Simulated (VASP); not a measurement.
Write the native input for VASP 6.6.1 that does the following.

* Task: single point
* Functional: LDA
* Potentials or basis: VASP PAW LDA potentials, release 64 (B, P)
* Cutoff: 520 eV
* k mesh: 10 × 10 × 10
* Occupations: gaussian, width 0.05 eV
* Spin: no spin polarisation
* Dipole correction: no
* Further INCAR settings: ALGO = Normal; EDIFF = 1e-06; NBANDS = 11

The structure of BP lies in POSCAR:

```
BP
1.0
    0.0028362500      2.2690000000      2.2690000000
    2.2718362500      0.0000000000      2.2718362500
    2.2690000000      2.2690000000      0.0028362500
B P
1 1
Direct
    0.0000000000      0.0000000000      0.0000000000
    0.7500000000      0.7500000000      0.7500000000
```

This cell differs from its parent crystal: strain +0.0025 x Voigt [0, 0, 0, 0, 1, 0].

These files were run (other wordings do the same):

INCAR

```
PREC = Accurate
ENCUT = 520
EDIFF = 1E-6
ISMEAR = 0
SIGMA = 0.05
LREAL = False
LASPH = True
NELM = 100
ALGO = Normal
ISIF = 2
LWAVE = False
LCHARG = True
GGA = CA
LELF = True
LVHAR = True
NBANDS = 11
```

KPOINTS

```
Automatic mesh
0
Gamma
  10 10 10
```

Potentials or basis: VASP PAW LDA potentials, release 64 (B, P).

The run is started by

```bash
$ cat potpaw_LDA.64/B/POTCAR potpaw_LDA.64/P/POTCAR > POTCAR
$ mpirun -np 1 vasp_std > vasp.out
```

It gave:

```json
{
 "Pressure": "-5.3 GPa",
 "Largest force": "0.017 eV/Å",
 "Band gap on the k mesh": "1.18 eV, indirect (least direct gap 3.35 eV)"
}
```

Caveat: the cell differs from its parent crystal (strain +0.0025 x Voigt [0, 0, 0, 0, 1, 0]).

Run time: 10 s on 1 thread of Intel(R) Xeon(R) 6975P-C (Granite Rapids), with other jobs on the host, peak memory 0.15 GiB.
